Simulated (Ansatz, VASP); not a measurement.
# One calculation of Si3Ge, two programs

```
Si Ge
1.0
     3.83627    0.00000    0.00000
     0.00000    3.83627    0.00000
     0.00000    0.00000    5.40865
Si Ge
3 1
Direct
  0.50000 0.00000 0.75590
  0.50000 0.50000 0.00000
  0.00000 0.50000 0.24410
  0.00000 0.00000 0.50000
```

Alike in both runs: task single point; functional PBE; k mesh 6 × 6 × 4; no spin polarisation.

```csv
,VASP,Ansatz
version,VASP 6.6.1,Ansatz 0.2.0
potentials or method,"VASP PAW PBE potentials, release 64 (Si, Ge_d)","plane waves, PAW"
plane-wave cutoff (eV),520,420
occupations,"gaussian, width 0.01 eV",fixed
valence electrons in the cell,26,26
```

|  | VASP | Ansatz | Ansatz less VASP |
| --- | --- | --- | --- |
| gap on the k mesh at the Fermi level (eV) | 0.27 | 0.27 | -0.002 |
| pressure (GPa) | 5.7 | 5.8 | +0.10 |
| rms of the force components (eV/Å) | 0.004 | 0.004 | -0.0007 |

Atom by atom the forces differ by 0.001 eV/Å (rms over components).
